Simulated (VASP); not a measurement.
# GaN (Fm-3m) in VASP: G0W0 quasiparticle levels with LDA

Aim: the G0W0 quasiparticle levels of GaN with LDA.

All numbers are computed with VASP 6.6.1; they aren't measurements. Logs are shortened: lines on timing, memory, paths and dates and some standing lists are left out, and cuts for length are marked.

## (1) The cell of the first run

The structure is cubic, space group Fm-3m (No. 225). Conventional cell: a = 4.270 Å, b = 4.270 Å, c = 4.270 Å, α = 90.00°, β = 90.00°, γ = 90.00°. Ga (site symmetry m-3m) has 6 N at 2.14 Å within 2.8 Å. Within 2.8 Å of N (site symmetry m-3m) lie 6 Ga at 2.14 Å.

## (2) G0W0 quasiparticle levels, LDA

Input file POSCAR:

```
GaN
1.0
    0.0000000000      2.1352350000      2.1352350000
    2.1352350000      0.0000000000      2.1352350000
    2.1352350000      2.1352350000      0.0000000000
Ga N
1 1
Direct
    0.0000000000      0.0000000000      0.0000000000
    0.5000000000      0.5000000000      0.5000000000
```

Input file INCAR.step1:

```
SYSTEM = GaN
PREC = Accurate ; ENCUT = 500
EDIFF = 1E-8 ; ISMEAR = 0
SIGMA = 0.01 ; LREAL = .False.
LASPH = .True. ; NELM = 80
ALGO = Normal ; LWAVE = .True.
LCHARG = .False. ; GGA = CA
```

Input file INCAR.step2:

```
SYSTEM = GaN
PREC = Accurate ; ENCUT = 500
EDIFF = 1E-8 ; ISMEAR = 0
SIGMA = 0.01 ; LREAL = .False.
LASPH = .True. ; NELM = 1
ALGO = Exact ; LWAVE = .True.
LCHARG = .False. ; GGA = CA
NBANDS = 69 ; LOPTICS = .True.
ISTART = 1
```

Input file INCAR.step3:

```
SYSTEM = GaN
PREC = Accurate ; ENCUT = 500
EDIFF = 1E-8 ; ISMEAR = 0
SIGMA = 0.01 ; LREAL = .False.
LASPH = .True. ; ALGO = EVGW0
LWAVE = .False. ; LCHARG = .False.
GGA = CA ; NELMGW = 1
NBANDS = 69 ; ENCUTGW = 100.0
NOMEGA = 48 ; PRECFOCK = Fast
ISTART = 1 ; NBANDSGW = 17
```

Input file KPOINTS:

```
regular mesh
0
Gamma
  4 4 4
  0 0 0
```

Potentials or basis: VASP PAW LDA potentials, release 64 (Ga_d_GW, N_GW).

Run with:

```console
cat potpaw_LDA.64/Ga_d_GW/POTCAR potpaw_LDA.64/N_GW/POTCAR > POTCAR
cp INCAR.step1 INCAR
mpirun -np 1 vasp_std > vasp.out
cp INCAR.step2 INCAR
mpirun -np 1 vasp_std > vasp.out
cp INCAR.step3 INCAR
mpirun -np 1 vasp_std > vasp.out
```

OUTCAR:

```text
SYSTEM = GaN
   PREC = Accurate
   ENCUT = 500
   EDIFF = 1E-8
   ISMEAR = 0
   LREAL = .False.
   LASPH = .True.
   GGA = CA
   NELMGW = 1
   ENCUTGW = 100.0
   PRECFOCK = Fast
   ISTART = 1

 ion  position               nearest neighbor table
   1  0.000  0.000  0.000-   2 2.14   2 2.14   2 2.14   2 2.14   2 2.14   2 2.14
   2  0.500  0.500  0.500-   1 2.14   1 2.14   1 2.14   1 2.14   1 2.14   1 2.14

  LATTYP: Found a face centered cubic cell.
 ALAT       =     4.2704700000

  Lattice vectors:

 A1 = (   0.0000000000,   2.1352350000,   2.1352350000)
 A2 = (   2.1352350000,   0.0000000000,   2.1352350000)
 A3 = (   2.1352350000,   2.1352350000,   0.0000000000)

Analysis of symmetry for initial positions (statically):
=====================================================================
 Subroutine PRICEL returns:
 Original cell was already a primitive cell.

 Routine SETGRP: Setting up the symmetry group for a
 face centered cubic supercell.

 Subroutine GETGRP returns: Found 48 space group operations
[... 9 lines left out ...]

 Routine SETGRP: Setting up the symmetry group for a
 face centered cubic supercell.

 Subroutine GETGRP returns: Found 48 space group operations
[... 11 lines left out ...]
                                     Primitive cell

  volume of cell :      19.4700

  direct lattice vectors                    reciprocal lattice vectors
     0.000000000  2.135235000  2.135235000    -0.234166263  0.234166263  0.234166263
     2.135235000  0.000000000  2.135235000     0.234166263 -0.234166263  0.234166263
     2.135235000  2.135235000  0.000000000     0.234166263  0.234166263 -0.234166263

  length of vectors
     3.019678296  3.019678296  3.019678296     0.405587864  0.405587864  0.405587864

  position of ions in fractional coordinates (direct lattice)
     0.000000000  0.000000000  0.000000000
     0.500000000  0.500000000  0.500000000

  ion indices of the primitive-cell ions
   primitive index   ion index
                 1           1
                 2           2

----------------------------------------------------------------------------------------

 KPOINTS: regular mesh

Automatic generation of k-mesh.
 Grid dimensions read from file:
 generate k-points for:    4    4    4

 Generating k-lattice:

  Cartesian coordinates                     Fractional coordinates (reciprocal lattice)
    -0.058541566  0.058541566  0.058541566     0.250000000  0.000000000  0.000000000
     0.058541566 -0.058541566  0.058541566     0.000000000  0.250000000  0.000000000
     0.058541566  0.058541566 -0.058541566     0.000000000  0.000000000  0.250000000

  Length of vectors
     0.101396966  0.101396966  0.101396966

  Shift w.r.t. Gamma in fractional coordinates (k-lattice)
     0.000000000  0.000000000  0.000000000

 Subroutine IBZKPT returns following result:
 ===========================================

 Found      8 irreducible k-points:

 Following reciprocal coordinates:
            Coordinates               Weight
  0.000000  0.000000  0.000000      1.000000
  0.250000  0.000000  0.000000      8.000000
  0.500000  0.000000  0.000000      4.000000
  0.250000  0.250000  0.000000      6.000000
  0.500000  0.250000  0.000000     24.000000
 -0.250000  0.250000  0.000000     12.000000
  0.500000  0.500000  0.000000      3.000000
 -0.250000  0.500000  0.250000      6.000000
   k-points           NKPTS =      8   k-points in BZ     NKDIM =     64   number of bands    NBANDS=     69
   number of dos      NEDOS =    301   number of ions     NIONS =      2
   total plane-waves  NPLWV =  13824
   dimension x,y,z NGX =    24 NGY =   24 NGZ =   24
   dimension x,y,z NGXF=    48 NGYF=   48 NGZF=   48
   ions per type =               1   1
   NGX,Y,Z   is equivalent  to a cutoff of  13.21, 13.21, 13.21 a.u.
   NGXF,Y,Z  is equivalent  to a cutoff of  26.43, 26.43, 26.43 a.u.
 SYSTEM =  GaN
   PREC   = accura    normal or accurate (medium, high low for compatibility)
   ISTART =      1    job   : 0-new  1-cont  2-samecut
   ICHARG =      0    charge: 1-file 2-atom 10-const
   ISPIN  =      1    spin polarized calculation?
   LNONCOLLINEAR =      F non collinear calculations
   LSORBIT =      F    spin-orbit coupling
   LASPH  =      T    aspherical Exc in radial PAW
   ENCUT  =  500.0 eV  36.75 Ry    6.06 a.u.   5.51  5.51  5.51*2*pi/ulx,y,z
   NELM   =     60;   NELMIN=  2; NELMDL=  0     # of ELM steps
   EDIFF  = 0.1E-07   stopping-criterion for ELM
   LREAL  =      F    real-space projection
   EDIFFG = 0.1E-06   stopping-criterion for IOM
   NSW    =      0    number of steps for IOM
   IBRION =     -1    ionic relax: 0-MD 1-quasi-New 2-CG
   NFREE  =      0    steps in history (QN), initial steepest desc. (CG)
   ISIF   =      0    stress and relaxation
   ISYM   =      3    0-nonsym 1-usesym 2-fastsym
   POTIM  = 0.5000    time-step for ionic-motion
   TEBEG  =    0.0;   TEEND  =   0.0 temperature during run
   PSTRESS=    0.0 pullay stress
   NELECT =      18.0000    total number of electrons
   NUPDOWN=      -1.0000    fix difference up-down
   EMIN   =  10.00;   EMAX   =-10.00  energy-range for DOS
   EFERMI =   0.00;   METHOD = LEGACY
   ISMEAR =     0;   SIGMA  =   0.01  broadening in eV -4-tet -1-fermi 0-gaus
   EFERMI_NEDOS =   21; number of points for ismear=-14 and -15
   IALGO  =     38    algorithm
   IMIX   =      4    mixing-type and parameters
     AMIX     =   0.40;   BMIX     =  1.00
     AMIX_MAG =   1.60;   BMIX_MAG =  1.00
  volume/ion in A,a.u.               =       9.74        65.70
  Fermi-wavevector in a.u.,A,eV,Ry     =   1.594814  3.013761 34.605481  2.543431
  Thomas-Fermi vector in A             =   2.692830
   LORBIT       =      0    0 simple, 1 ext, 2 COOP (PROOUT), +10 PAW based schemes
   GGA     = CA    functional components
   LHFCALC =     T    Hartree Fock is set to
   PRECFOCK=fast      Normal, Fast or Accurate (Low or Medium for compatibility)
   ENCUT4O =  -1.0   cutoff for four orbital integrals eV
   NKREDX  =     1    reduce k-point grid by
   NKREDY  =     1    reduce k-point grid by
   NKREDZ  =     1    reduce k-point grid by
   AEXX    =    1.0000 exact exchange contribution
   HFSCREEN=    0.0000 screening length (either q_TF or 0.3 A-1)
   HFSCREENC=   0.0000 screening length for correlation (either q_TF or 0.3 A-1)
   ENCUTFOCK=  -1.0 apply spherical cutoff to Coloumb kernel
   IVDW    =     0    specifies the selected vdW correction
   LEPSILON=     F    determine dielectric tensor
   LRPA    =     F    only Hartree local field effects (RPA)
   LRPAFORCE           =     F    calculate RPA forces
   ENCUTGW             = 100.0    cutoff for response function in eV
   ENCUTGWSOFT         =  80.0    soft cutoff for Coulomb kernel in GW response function in eV
   ENCUTLF             =  -1.0    cutoff for local field effects
   NELMGW              =     1    number of iterations in solving QP/BSE equation
   NELMHF              =     1    number of iterations in the inner HF iteration
   NKREDLFX            =     1    NKREDLFY  =   1   NKREDLFZ  =   1
 non-spin polarized calculation
 Gauss-broadening in eV      SIGMA  =   0.01
  energy-cutoff  :      500.00
  volume of cell :       19.47
 maximum number of plane-waves:       531
 NGX is ok and might be reduce to    24
  NGX = 14; NGY = 14; NGZ = 14
   NGX = 11   NGY = 11   NGZ = 11
 maximum number of plane-waves:        59
 NGX is ok and might be reduce to    10

 QP shifts <psi_nk| G(iteration)W_0 |psi_nk>: iteration 1
 for sc-GW calculations column KS-energies equals QP-energies in previous step
 and V_xc(KS)=  KS-energies - (<T + V_ion + V_H > + <T+V_H+V_ion>^1  + <V_x>^1)

 k-point   1 :       0.0000    0.0000    0.0000
  band No.  KS-energies  QP-energies   sigma(KS)   V_xc(KS)     V^pw_x(r,r')   Z            occupation Imag(sigma)

      1      -9.7748     -10.4662     -15.4642     -14.4851     -24.0357       0.7062       2.0000       1.4237
      2      -7.1582     -10.1194     -25.8887     -21.8215     -34.9759       0.7281       2.0000       0.2578
      3      -7.1582     -10.1194     -25.8887     -21.8215     -34.9759       0.7281       2.0000       0.2578
      4      -7.1582     -10.1194     -25.8887     -21.8215     -34.9759       0.7281       2.0000       0.2578
      5      -7.0665     -10.1084     -26.1794     -22.0033     -35.4280       0.7284       2.0000       0.3053
      6      -7.0665     -10.1084     -26.1794     -22.0033     -35.4280       0.7284       2.0000       0.3053
[... 9 lines left out ...]
     16      22.1366      23.2329     -11.8077     -13.2584      -4.5349       0.7557       0.0000      -0.5778
     17      22.9341      23.3860      -9.0296      -9.6070      -2.4634       0.7826       0.0000      -0.3615

 k-point   2 :       0.2500    0.0000    0.0000
  band No.  KS-energies  QP-energies   sigma(KS)   V_xc(KS)     V^pw_x(r,r')   Z            occupation Imag(sigma)

      1      -8.6330      -9.3228     -15.8865     -14.8869     -24.2372       0.6901       2.0000       1.2662
      2      -7.1918     -10.1663     -25.9035     -21.8131     -35.0976       0.7272       2.0000       0.3027
      3      -7.1918     -10.1663     -25.9035     -21.8131     -35.0976       0.7272       2.0000       0.3027
      4      -7.1826     -10.0902     -25.6482     -21.6511     -34.7118       0.7274       2.0000       0.2786
      5      -7.0397     -10.0488     -26.1082     -21.9846     -35.2658       0.7297       2.0000       0.2741
      6      -7.0397     -10.0488     -26.1082     -21.9846     -35.2658       0.7297       2.0000       0.2741
[... 9 lines left out ...]
     16      24.4119      25.1691     -11.6984     -12.6557      -5.4146       0.7910       0.0000      -0.4619
     17      31.2135      32.0342     -10.3845     -11.4102      -3.1398       0.8001       0.0000      -1.0196

 k-point   3 :       0.5000    0.0000    0.0000
  band No.  KS-energies  QP-energies   sigma(KS)   V_xc(KS)     V^pw_x(r,r')   Z            occupation Imag(sigma)

      1      -7.3260     -10.1580     -25.1785     -21.2803     -34.1758       0.7265       2.0000       0.3075
      2      -7.2890     -10.2258     -25.7437     -21.6938     -34.9630       0.7251       2.0000       0.3262
      3      -7.2890     -10.2258     -25.7437     -21.6938     -34.9630       0.7251       2.0000       0.3262
      4      -6.9469      -9.9646     -26.2214     -22.0861     -35.3738       0.7298       2.0000       0.2649
      5      -6.9469      -9.9646     -26.2214     -22.0861     -35.3738       0.7298       2.0000       0.2649
      6      -6.6376      -7.3656     -17.0088     -15.9631     -25.1396       0.6961       2.0000       1.0607
[... 9 lines left out ...]
     16      29.3117      30.1455     -12.5143     -13.5919      -4.9486       0.7738       0.0000      -1.0684
     17      31.3697      32.3670     -10.9326     -12.1658      -3.6181       0.8087       0.0000      -1.1486

 k-point   4 :       0.2500    0.2500    0.0000
  band No.  KS-energies  QP-energies   sigma(KS)   V_xc(KS)     V^pw_x(r,r')   Z            occupation Imag(sigma)

      1      -8.6286      -9.7818     -18.0725     -16.4189     -26.7389       0.6974       2.0000       1.0703
      2      -7.2400     -10.1811     -25.7354     -21.6955     -34.8022       0.7280       2.0000       0.2618
      3      -7.0427     -10.0232     -26.0285     -21.9416     -35.1324       0.7293       2.0000       0.2586
      4      -7.0427     -10.0232     -26.0285     -21.9416     -35.1324       0.7293       2.0000       0.2586
      5      -7.0152     -10.0683     -26.2479     -22.0589     -35.5059       0.7289       2.0000       0.3036
      6      -6.8498      -9.2787     -23.5746     -20.2150     -32.4001       0.7230       2.0000       0.5064
[... 37 lines left out ...]
      2      -7.2134     -10.1764     -25.8840     -21.7975     -35.1506       0.7251       2.0000       0.3359
      3      -7.1949     -10.0366     -25.3267     -21.4140     -34.3445       0.7263       2.0000       0.3065
      4      -7.1660     -10.1017     -25.7510     -21.7185     -34.8218       0.7280       2.0000       0.2695
      5      -7.0187     -10.0099     -26.0867     -21.9866     -35.1938       0.7295       2.0000       0.2545
      6      -6.0894      -7.9476     -21.5528     -18.9878     -29.9950       0.7245       2.0000       0.6625
[... 9 lines left out ...]
     16      26.9196      27.7025     -12.0790     -13.0845      -4.8029       0.7787       0.0000      -0.8505
     17      32.5903      33.7938     -11.0029     -12.4874      -3.9656       0.8107       0.0000      -1.0793

 k-point   7 :       0.5000    0.5000    0.0000
  band No.  KS-energies  QP-energies   sigma(KS)   V_xc(KS)     V^pw_x(r,r')   Z            occupation Imag(sigma)

      1      -8.5630     -10.6325     -22.3211     -19.3729     -31.5592       0.7019       2.0000       0.6620
      2      -7.3223     -10.2370     -25.5793     -21.5681     -34.6255       0.7266       2.0000       0.2650
      3      -6.9637     -10.0228     -26.3144     -22.1147     -35.5828       0.7284       2.0000       0.3030
      4      -6.8983      -9.9099     -26.2475     -22.1240     -35.3775       0.7304       2.0000       0.2535
      5      -6.8983      -9.9099     -26.2475     -22.1240     -35.3775       0.7304       2.0000       0.2535
      6      -3.8586      -5.4804     -21.6502     -19.4599     -29.7124       0.7404       2.0000       0.6315
[... 9 lines left out ...]
     16      33.8154      35.1870     -13.1928     -14.8379      -6.4757       0.8337       0.0000      -1.2369
     17      35.8738      36.9616      -9.8564     -11.2016      -2.6300       0.8087       0.0000      -1.1063

 k-point   8 :      -0.2500    0.5000    0.2500
  band No.  KS-energies  QP-energies   sigma(KS)   V_xc(KS)     V^pw_x(r,r')   Z            occupation Imag(sigma)

      1      -8.2605     -10.4331     -22.7837     -19.7013     -31.9981       0.7048       2.0000       0.6158
      2      -7.1467     -10.0892     -25.7841     -21.7451     -34.8548       0.7285       2.0000       0.2669
      3      -7.1467     -10.0892     -25.7841     -21.7451     -34.8548       0.7285       2.0000       0.2669
      4      -7.1268     -10.1207     -25.9928     -21.8802     -35.2552       0.7280       2.0000       0.3287
      5      -6.8983      -9.9101     -26.2475     -22.1241     -35.3782       0.7304       2.0000       0.2537
      6      -4.0449      -5.5806     -21.3748     -19.2853     -29.5014       0.7349       2.0000       0.6619
[... 9 lines left out ...]
     16      33.5960      34.9089     -13.0316     -14.6025      -5.8561       0.8358       0.0000      -1.4625
     17      35.9080      37.3723     -12.8680     -14.6508      -4.6434       0.8214       0.0000      -1.9048
```

Wall time 30 s (1 thread of Intel Xeon 6975P-C (Granite Rapids), shared host); peak memory 0.18 GiB.

What came out:

```
Band gap on the k mesh, mean-field level : 0.30 eV, indirect (least direct gap 2.41 eV)
Quasiparticle gap                        : 1.27 eV
Least direct quasiparticle gap           : 3.22 eV
```

Caveat: the k points lie up to 0.64 Å⁻¹ apart; bands, screening cutoff and mesh are small and nothing is extrapolated, so the quasiparticle values aren't converged. A k mesh can miss the band edges.
